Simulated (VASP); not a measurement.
# In3As (Pm-3m) in VASP: notebook, part 2 of 2

VASP 6.6.1. Earlier steps stand in the parts before.

### 3 Single point, PBEsol

This run uses another cell than the first one, of 22.19 Å³/atom, 1.061 times its volume.

INCAR reads:

```
ALGO     = Normal         # electronic algorithm
EDIFF    = 1E-6           # SCF threshold, eV
ENCUT    = 520            # plane-wave cutoff, eV
GGA      = PS             # functional
ISIF     = 2              # what is computed and relaxed
ISMEAR   = -1             # smearing method
LASPH    = True           # aspherical terms in the spheres
LCHARG   = True           # write CHGCAR
LELF     = True           # ELF
LREAL    = False          # projectors in reciprocal space
LVHAR    = True         
LWAVE    = False          # write WAVECAR
NBANDS   = 30             # bands
NELM     = 60             # most SCF steps
PREC     = Accurate       # precision mode
SIGMA    = 0.05           # smearing width, eV
```

KPOINTS reads:

```
k-points
0
Gamma
  6 6 6
```

POSCAR reads:

```
In3As
1.0
    4.4607827332      0.0000000000      0.0000000000
    0.0000000000      4.4607827332      0.0000000000
    0.0000000000      0.0000000000      4.4607827332
In As
3 1
Direct
    0.5000000000      0.5000000000      0.0000000000
    0.5000000000      0.0000000000      0.5000000000
    0.0000000000      0.5000000000      0.5000000000
    0.0000000000      0.0000000000      0.0000000000
```

Potentials or basis: VASP PAW PBE potentials, release 64 (In_d, As).

Launch:

```
> cat potpaw_PBE.64/In_d/POTCAR potpaw_PBE.64/As/POTCAR > POTCAR
> mpirun -np 1 vasp_std > vasp.out
```

OUTCAR:

```text
EDIFF = 1E-6
   ENCUT = 520
   GGA = PS
   ISIF = 2
   ISMEAR = -1
   LASPH = True
   LREAL = False
   NELM = 60
   PREC = Accurate

 ion  position               nearest neighbor table
   1  0.500  0.500  0.000-   2 3.15   3 3.15   4 3.15   2 3.15   3 3.15   2 3.15   4 3.15   2 3.15
                             3 3.15   4 3.15   3 3.15   4 3.15
   2  0.500  0.000  0.500-   1 3.15   3 3.15   4 3.15   1 3.15   4 3.15   1 3.15   3 3.15   1 3.15
                             3 3.15   4 3.15   4 3.15   3 3.15
   3  0.000  0.500  0.500-   1 3.15   2 3.15   4 3.15   1 3.15   4 3.15   2 3.15   4 3.15   4 3.15
                             1 3.15   2 3.15   1 3.15   2 3.15
   4  0.000  0.000  0.000-   1 3.15   2 3.15   3 3.15   2 3.15   3 3.15   1 3.15   3 3.15   3 3.15
                             1 3.15   2 3.15   2 3.15   1 3.15

  LATTYP: Found a simple cubic cell.
 ALAT       =     4.4607827332

  Lattice vectors:

 A1 = (   4.4607827332,   0.0000000000,   0.0000000000)
 A2 = (   0.0000000000,   4.4607827332,   0.0000000000)
 A3 = (   0.0000000000,   0.0000000000,   4.4607827332)

Analysis of symmetry for initial positions (statically):
=====================================================================
[... 174 lines left out ...]
 cond. band min:       8.1410885864   @ k =   0.1667   0.1667   0.0000
 fundamental gap:      0.0340051187
 Fermi energy:         8.1283877762

 k-point     1 :       0.0000    0.0000    0.0000
  band No.  band energies     occupation
      1      -6.7781      2.00000
      2      -6.7290      2.00000
      3      -6.7290      2.00000
      4      -6.7290      2.00000
      5      -6.5040      2.00000
      6      -6.5040      2.00000
[... 649 lines left out ...]
     29      18.2824      0.00000
     30      18.2829      0.00000

------------------------ aborting loop because EDIFF is reached ----------------------------------------

  FORCE on cell =-STRESS in cart. coord.  units (eV):
  Direction    XX          YY          ZZ          XY          YZ          ZX
  --------------------------------------------------------------------------------------
  -------------------------------------------------------------------------------------
  Total        2.7430677      2.7430677      2.7430677      0.0000000      0.0000000      0.0000000
  in kB       49.5123915     49.5123915     49.5123915      0.0000000      0.0000000      0.0000000
  external PRESSURE =      49.5123915 kB  Pullay stress =       0.0000000 kB

 VOLUME and BASIS-vectors are now :
 -----------------------------------------------------------------------------
  energy-cutoff  :      520.00
  volume of cell :       88.76
      direct lattice vectors                 reciprocal lattice vectors
     4.460782733  0.000000000  0.000000000     0.224175904  0.000000000  0.000000000
     0.000000000  4.460782733  0.000000000     0.000000000  0.224175904  0.000000000
     0.000000000  0.000000000  4.460782733     0.000000000  0.000000000  0.224175904

 POSITION                                       TOTAL-FORCE (eV/Angst)
 -----------------------------------------------------------------------------------
      2.23039      2.23039      0.00000         0.000000      0.000000      0.000000
      2.23039      0.00000      2.23039         0.000000      0.000000      0.000000
      0.00000      2.23039      2.23039         0.000000      0.000000      0.000000
      0.00000      0.00000      0.00000         0.000000      0.000000      0.000000
 -----------------------------------------------------------------------------------
    total drift:                                0.000000      0.000000      0.000000

  FREE ENERGIE OF THE ION-ELECTRON SYSTEM (eV)
  ---------------------------------------------------
  free  energy   TOTEN  =       -13.6407939638 eV

  energy  without entropy=      -13.6207317850  energy(sigma->0) =      -13.63076287
```

stdout:

```text
POSCAR found type information on POSCAR InAs
 POSCAR found :  2 types and       4 ions
 scaLAPACK will be used
 -----------------------------------------------------------------------------
|                                                                             |
|                                                                             |
|     You enforced a specific xc type in the INCAR file but a different       |
|     I HOPE YOU KNOW WHAT YOU ARE DOING!                                     |
|                                                                             |
 -----------------------------------------------------------------------------

 LDA part: xc-table for (Slater+PW92), standard interpolation
 POSCAR, INCAR and KPOINTS ok, starting setup
 FFT: planning ... GRIDC
 FFT: planning ... GRID_SOFT
 FFT: planning ... GRID
 WAVECAR not read
 entering main loop
```

Run time: 26 s. Hardware: 1 thread of AMD EPYC 9R45 (Zen 5), shared host; peak memory 0.19 GiB.

Results:

- Free energy: -13.6408 eV
- Pressure: 5.0 GPa
- Band gap on the k mesh: zero (band 22 reaches 8.87 eV, above the bottom of band 23 at 4.10 eV)

Levels at points of the mesh, in eV from the Fermi level:
| k point | band 18 | band 19 | band 20 | band 21 | band 22 | band 23 | band 24 | band 25 | band 26 | band 27 |
| --- | --- | --- | --- | --- | --- | --- | --- | --- | --- | --- |
| (0.00, 0.00, 0.00) | -3.48 | -3.48 | -3.48 | -1.72 | -1.72 | 2.20 | 2.20 | 2.20 | 4.85 | 4.85 |
| (0.50, 0.00, 0.00) | -4.36 | -1.96 | -1.96 | -0.77 | -0.31 | -0.31 | -0.08 | 1.22 | 5.17 | 5.17 |
| (0.50, 0.50, 0.00) | -6.58 | -6.46 | -0.97 | -0.52 | 0.70 | 0.70 | 1.87 | 1.87 | 2.05 | 2.23 |
| (0.50, 0.50, 0.50) | -4.76 | -4.76 | -4.38 | -4.38 | -4.38 | -4.03 | 5.33 | 5.33 | 5.33 | 9.77 |

Caveat: the PAW data sets were made with another functional, which shifts forces and pressure a little; spin-orbit coupling is left out, which moves the levels of the heavy elements.
